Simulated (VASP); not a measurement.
# CdIn2O2 (Ibam) in VASP: relaxation of cell and atoms with PBE

Aim: the relaxation of cell and atoms of CdIn2O2 with PBE.

Program: VASP 6.6.1. These are calculated values, not measurements. Logs are shortened: lines on timing, memory, paths and dates and some standing lists are left out, and cuts for length are marked.

**1. The cell of the first run**

The structure is orthorhombic, space group Ibam (No. 72). The conventional cell has a = 6.200 Å, b = 9.200 Å, c = 6.200 Å, α = 90.00°, β = 90.00°, γ = 90.00°. Within 2.9 Å of Cd (site symmetry 222) lie 4 O at 2.21 Å. Within 2.9 Å of In (site symmetry m) lie 2 O at 2.22 to 2.28 Å and 1 In at 2.83 Å. Within 2.9 Å of O (site symmetry m) lie 2 Cd at 2.21 Å and 2 In at 2.22 to 2.28 Å.

**2. Relaxation of cell and atoms, PBE**

INCAR

```
SYSTEM = CdIn2O2
PREC = Accurate
ENCUT = 600
EDIFF = 1E-6
ISMEAR = 0
SIGMA = 0.15
LREAL = .False.
LASPH = .True.
NELM = 100
ALGO = Normal
ISIF = 3
LWAVE = .False.
LCHARG = .False.
GGA = PE
IBRION = 2
NSW = 36
EDIFFG = -0.08
```

KPOINTS

```
regular mesh
0
Gamma
  3 3 3
  0 0 0
```

POSCAR

```
CdIn2O2
1.0
   -3.1000000000      4.6000000000      3.1000000000
    3.1000000000     -4.6000000000      3.1000000000
    3.1000000000      4.6000000000     -3.1000000000
Cd In O
2 4 4
Direct
    0.2500000000      0.2500000000      0.0000000000
    0.7500000000      0.7500000000      0.0000000000
    0.1520000000      0.4650000000      0.6170000000
    0.3480000000      0.9650000000      0.3130000000
    0.6520000000      0.0350000000      0.6870000000
    0.8480000000      0.5350000000      0.3830000000
    0.1200000000      0.8200000000      0.9400000000
    0.6200000000      0.6800000000      0.3000000000
    0.3800000000      0.3200000000      0.7000000000
    0.8800000000      0.1800000000      0.0600000000
```

Potentials or basis: VASP PAW PBE potentials, release 64 (Cd, In_d, O).

The run is started by

```
> cat potpaw_PBE.64/Cd/POTCAR potpaw_PBE.64/In_d/POTCAR potpaw_PBE.64/O/POTCAR > POTCAR
> mpirun -np 1 vasp_std > vasp.out
```

OUTCAR:

```text
SYSTEM = CdIn2O2
   PREC = Accurate
   ENCUT = 600
   EDIFF = 1E-6
   ISMEAR = 0
   LREAL = .False.
   LASPH = .True.
   NELM = 100
   ISIF = 3
   GGA = PE
   IBRION = 2
   NSW = 36
   EDIFFG = -0.08

 ion  position               nearest neighbor table
   1  0.250  0.250  0.000-   7 2.21   8 2.21   9 2.21  10 2.21   2 3.10   2 3.10   3 3.56   6 3.56
                             4 3.56   5 3.56   5 3.56   4 3.56   6 3.56   3 3.56
   2  0.750  0.750  0.000-   7 2.21   8 2.21   9 2.21  10 2.21   1 3.10   1 3.10   6 3.56   3 3.56
                             5 3.56   4 3.56   5 3.56   4 3.56   3 3.56   6 3.56
   3  0.152  0.465  0.617-   7 2.22   9 2.28   6 2.83   5 3.13   5 3.13   1 3.56   2 3.56   2 3.56
                             1 3.56   4 3.59   4 3.59
   4  0.348  0.965  0.313-   9 2.22   7 2.28   5 2.83   6 3.13   6 3.13   1 3.56   2 3.56   2 3.56
                             1 3.56   3 3.59   3 3.59
   5  0.652  0.035  0.687-   8 2.22  10 2.28   4 2.83   3 3.13   3 3.13   1 3.56   2 3.56   2 3.56
                             1 3.56   6 3.59   6 3.59
   6  0.848  0.535  0.383-  10 2.22   8 2.28   3 2.83   4 3.13   4 3.13   2 3.56   1 3.56   1 3.56
                             2 3.56   5 3.59   5 3.59
   7  0.120  0.820  0.940-   1 2.21   2 2.21   3 2.22   4 2.28
   8  0.620  0.680  0.300-   1 2.21   2 2.21   5 2.22   6 2.28
   9  0.380  0.320  0.700-   1 2.21   2 2.21   4 2.22   3 2.28
  10  0.880  0.180  0.060-   1 2.21   2 2.21   6 2.22   5 2.28

  LATTYP: Found a body centered tetragonal cell.
 ALAT       =     6.2000000000
 C/A-ratio  =     1.4838709677

  Lattice vectors:

 A1 = (   3.1000000000,   4.6000000000,  -3.1000000000)
 A2 = (  -3.1000000000,   4.6000000000,   3.1000000000)
 A3 = (   3.1000000000,  -4.6000000000,   3.1000000000)

Analysis of symmetry for initial positions (statically):
=====================================================================
 Subroutine PRICEL returns:
 Original cell was already a primitive cell.

 Routine SETGRP: Setting up the symmetry group for a
 body centered tetragonal supercell.

 Subroutine GETGRP returns: Found  8 space group operations
 (whereof  4 operations were pure point group operations)
 out of a pool of 16 trial point group operations.

The static configuration has the point symmetry C_2h.
 The point group associated with its full space group is D_2h.

Analysis of symmetry for dynamics (positions and initial velocities):
=====================================================================
 Subroutine PRICEL returns:
 Original cell was already a primitive cell.

 Routine SETGRP: Setting up the symmetry group for a
 body centered tetragonal supercell.

 Subroutine GETGRP returns: Found  8 space group operations
 (whereof  4 operations were pure point group operations)
 out of a pool of 16 trial point group operations.

The dynamic configuration has the point symmetry C_2h.
 The point group associated with its full space group is D_2h.

 Subroutine INISYM returns: Found  8 space group operations
[... 101 lines left out ...]
   NFREE  =      1    steps in history (QN), initial steepest desc. (CG)
   ISIF   =      3    stress and relaxation
   ISYM   =      2    0-nonsym 1-usesym 2-fastsym
   POTIM  = 0.5000    time-step for ionic-motion
   TEBEG  =    0.0;   TEEND  =   0.0 temperature during run
   PSTRESS=    0.0 pullay stress
   NELECT =     100.0000    total number of electrons
   NUPDOWN=      -1.0000    fix difference up-down
   EMIN   =  10.00;   EMAX   =-10.00  energy-range for DOS
   EFERMI =   0.00;   METHOD = LEGACY
   ISMEAR =     0;   SIGMA  =   0.15  broadening in eV -4-tet -1-fermi 0-gaus
   EFERMI_NEDOS =   21; number of points for ismear=-14 and -15
   IALGO  =     38    algorithm
   IMIX   =      4    mixing-type and parameters
     AMIX     =   0.40;   BMIX     =  1.00
     AMIX_MAG =   1.60;   BMIX_MAG =  1.00
  volume/ion in A,a.u.               =      17.68       119.33
  Fermi-wavevector in a.u.,A,eV,Ry     =   1.353821  2.558350 24.937166  1.832830
  Thomas-Fermi vector in A             =   2.481044
   LORBIT       =      0    0 simple, 1 ext, 2 COOP (PROOUT), +10 PAW based schemes
   GGA     = PE    functional components
   LHFCALC =     F    Hartree Fock is set to
   AEXX    =    0.0000 exact exchange contribution
   IVDW    =     0    specifies the selected vdW correction
   LEPSILON=     F    determine dielectric tensor
   LRPA    =     F    only Hartree local field effects (RPA)
 conjugate gradient relaxation of ions
 non-spin polarized calculation
 Gauss-broadening in eV      SIGMA  =   0.15
  energy-cutoff  :      600.00
  volume of cell :      176.82
 maximum number of plane-waves:      5931
 NGX is ok and might be reduce to    54
   NGX = 25   NGY = 25   NGZ = 25

--------------------------------------- Ionic step        1  -------------------------------------------

 number of electron     100.0000015 magnetization

 Free energy of the ion-electron system (eV)
  ---------------------------------------------------
  ext. energy  EPLUGINS =         0.00000000
  ---------------------------------------------------
  free energy    TOTEN  =       -37.82763808 eV

  energy without entropy =      -37.80499502  energy(sigma->0) =      -37.81631655

 E-fermi :   5.4391     XC(G=0): -10.5150

 val. band max:        5.3451957592   @ k =  -0.3333   0.3333   0.3333
 cond. band min:       5.5180243363   @ k =   0.3333  -0.0000   0.0000
 fundamental gap:      0.1728285771
 Fermi energy:         5.4391130984

 k-point     1 :       0.0000    0.0000    0.0000
  band No.  band energies     occupation
      1     -13.1416      2.00000
      2     -12.8756      2.00000
      3     -12.8732      2.00000
      4     -12.8194      2.00000
      5      -9.0943      2.00000
      6      -8.9663      2.00000
[... 618 lines left out ...]
  FREE ENERGIE OF THE ION-ELECTRON SYSTEM (eV)
  ---------------------------------------------------
  free  energy   TOTEN  =       -38.3475951907 eV

  energy  without entropy=      -38.3149143349  energy(sigma->0) =      -38.33125476

[... ionic steps 4 to 15 ...]

--------------------------------------- Ionic step       16  -------------------------------------------

 number of electron     100.0000002 magnetization

------------------------ aborting loop because EDIFF is reached ----------------------------------------
[... 83 lines left out ...]
--------------------------------------- Ionic step       18  -------------------------------------------

 number of electron      99.9999999 magnetization

 Free energy of the ion-electron system (eV)
  ---------------------------------------------------
  ext. energy  EPLUGINS =         0.00000000
  ---------------------------------------------------
  free energy    TOTEN  =       -39.49844527 eV

  energy without entropy =      -39.49145371  energy(sigma->0) =      -39.49494949

 E-fermi :   4.2643     XC(G=0):  -9.8127

 val. band max:        4.0991029758   @ k =   0.3333  -0.3333   0.3333
 cond. band min:       4.3953013467   @ k =  -0.3333   0.3333   0.3333
 fundamental gap:      0.2961983708
 Fermi energy:         4.2642567493

 k-point     1 :       0.0000    0.0000    0.0000
  band No.  band energies     occupation
      1     -14.0784      2.00000
      2     -13.8473      2.00000
      3     -13.7991      2.00000
      4     -13.7986      2.00000
      5     -10.0054      2.00000
      6      -9.9650      2.00000
[... 530 lines left out ...]
  FREE ENERGIE OF THE ION-ELECTRON SYSTEM (eV)
  ---------------------------------------------------
  free  energy   TOTEN  =       -39.4984452663 eV

  energy  without entropy=      -39.4914537062  energy(sigma->0) =      -39.49494949

 reached required accuracy - stopping structural energy minimisation
```

OSZICAR:

```text
N       E                     dE             d eps       ncg     rms          rms(c)
DAV:   1     0.138841008541E+04    0.13884E+04   -0.51382E+04   976   0.243E+03
[... 205 lines left out ...]
DAV:   2    -0.395034459659E+02    0.12452E-01   -0.11262E-01  1284   0.268E+00    0.497E-01
DAV:   3    -0.394995121032E+02    0.39339E-02   -0.96073E-03  1240   0.779E-01    0.283E-01
DAV:   4    -0.394984216388E+02    0.10905E-02   -0.22044E-03  1192   0.354E-01    0.873E-02
DAV:   5    -0.394984389508E+02   -0.17312E-04   -0.56315E-04  1216   0.158E-01    0.485E-02
DAV:   6    -0.394984441846E+02   -0.52338E-05   -0.47714E-05  1312   0.513E-02    0.255E-02
DAV:   7    -0.394984457828E+02   -0.15981E-05   -0.87772E-06  1200   0.192E-02    0.841E-03
DAV:   8    -0.394984452663E+02    0.51651E-06   -0.12701E-06   584   0.960E-03
  18 F= -.39498445E+02 E0= -.39494949E+02  d E =-.157845E-01
```

CONTCAR:

```text
CdIn2O2
   1.00000000000000
    -3.0790409610612062    5.1190531954084015    3.1859082747701502
     3.0790409610612062   -5.1190531954084015    3.1859082747701502
     3.0790409610612062    5.1190531954084015   -3.1859082747701502
  Cd              In              O
     2     4     4
Direct
     0.2500000000000000    0.2500000000000000    0.0000000000000000
     0.7500000000000000    0.7500000000000000    0.0000000000000000
     0.1521085674962350    0.5397053491374070    0.6918139166336348
     0.3478914325037650    0.0397053491374071    0.3875967816411721
     0.6521085674962351    0.9602946508625931    0.6124032183588282
     0.8478914325037650    0.4602946508625930    0.3081860833663650
     0.1444615646993655    0.9005493288326233    0.0450108935319886
     0.6444615646993652    0.5994506711673767    0.2439122358667425
     0.3555384353006344    0.4005493288326231    0.7560877641332577
     0.8555384353006348    0.0994506711673769    0.9549891064680114

  0.00000000E+00  0.00000000E+00  0.00000000E+00
  0.00000000E+00  0.00000000E+00  0.00000000E+00
  0.00000000E+00  0.00000000E+00  0.00000000E+00
  0.00000000E+00  0.00000000E+00  0.00000000E+00
  0.00000000E+00  0.00000000E+00  0.00000000E+00
  0.00000000E+00  0.00000000E+00  0.00000000E+00
  0.00000000E+00  0.00000000E+00  0.00000000E+00
  0.00000000E+00  0.00000000E+00  0.00000000E+00
  0.00000000E+00  0.00000000E+00  0.00000000E+00
  0.00000000E+00  0.00000000E+00  0.00000000E+00
```

Run time: 37 min. Hardware: 1 thread of Intel Xeon Platinum 8488C (Sapphire Rapids), shared host; peak memory 0.47 GiB.

Results:

```yaml
Free_energy: -39.4984 eV
Relaxed_volume: 20.09 Å³/atom
Relaxed_cell: a = 6.770 Å, b = 6.770 Å, c = 6.770 Å, α = 125.90°, β = 81.75°, γ = 123.86°
Space_group_after_relaxing_to_0.1_Å: Ibam (No. 72)
Energy_gained_by_relaxing: 167.1 meV/atom
Ionic_steps: 18
Pressure_after_relaxing: 0.1 GPa
Largest_force_after_relaxing: 0.054 eV/Å
Band_gap_on_the_k_mesh: 0.30 eV (least direct gap 0.41 eV)
```

Forces on the atoms (eV/Å):
```
Cd   0.000  0.000  0.000
Cd   0.000  0.000  0.000
In  -0.013 -0.017  0.000
In  -0.013  0.017  0.000
In   0.013 -0.017  0.000
In   0.013  0.017  0.000
O   -0.054 -0.004  0.000
O    0.054 -0.004  0.000
O   -0.054  0.004  0.000
O    0.054  0.004  0.000
```

Stress tensor (GPa, compression positive):
```
 0.62  0.00  0.00
 0.00  0.10  0.00
 0.00  0.00 -0.35
```

Step by step:
| step | energy change (eV) | largest force (eV/Å) | pressure (GPa) | volume (Å³) |
| --- | --- | --- | --- | --- |
| 1 | 0.0000 | 0.8444 | 7.72 | 176.82 |
| 2 | -0.5142 | 0.6167 | -1.64 | 199.53 |
| 3 | -0.5200 | 0.6274 | -0.87 | 196.92 |
| 4 | -0.6488 | 0.5217 | -0.50 | 196.60 |
| 5 | -0.8545 | 0.7619 | 1.09 | 195.58 |
| 6 | -0.9612 | 0.6946 | 0.41 | 197.60 |
| 7 | -1.1750 | 0.5405 | -1.46 | 203.60 |
| 8 | -1.0996 | 0.3318 | -4.54 | 215.29 |
| 9 | -1.2228 | 0.4639 | -2.62 | 207.52 |
| 10 | -1.3072 | 0.4156 | -2.19 | 206.08 |
| 11 | -1.4588 | 0.3002 | -0.67 | 201.76 |
| 12 | -1.4693 | 0.3673 | 0.03 | 199.99 |
| 13 | -1.5581 | 0.2744 | 0.36 | 199.11 |
| 14 | -1.6166 | 0.3022 | 1.12 | 197.63 |
| 15 | -1.6500 | 0.1828 | -0.01 | 200.72 |
| 16 | -1.6550 | 0.1605 | -0.56 | 202.42 |
| 17 | -1.6675 | 0.1045 | -0.19 | 201.57 |
| 18 | -1.6708 | 0.0541 | 0.12 | 200.86 |

Final structure:
```
Cd In O
1.0
    -3.07904    5.11905    3.18591
     3.07904   -5.11905    3.18591
     3.07904    5.11905   -3.18591
Cd In O
2 4 4
Direct
  0.25000 0.25000 0.00000
  0.75000 0.75000 0.00000
  0.15211 0.53971 0.69181
  0.34789 0.03971 0.38760
  0.65211 0.96029 0.61240
  0.84789 0.46029 0.30819
  0.14446 0.90055 0.04501
  0.64446 0.59945 0.24391
  0.35554 0.40055 0.75609
  0.85554 0.09945 0.95499
```

Levels at points of the mesh, in eV from the valence-band top:
| k point | band 46 | band 47 | band 48 | band 49 | band 50 | band 51 | band 52 | band 53 | band 54 | band 55 |
| --- | --- | --- | --- | --- | --- | --- | --- | --- | --- | --- |
| (0.00, 0.00, 0.00) | -2.43 | -1.96 | -0.69 | -0.46 | -0.28 | 1.18 | 1.20 | 1.65 | 2.57 | 3.78 |

Caveat: spin-orbit coupling is left out, which moves the levels of the heavy elements; the relaxation stopped at a loose force limit of 0.08 eV/Å, so its end isn't a converged minimum. A k mesh can miss the band edges.
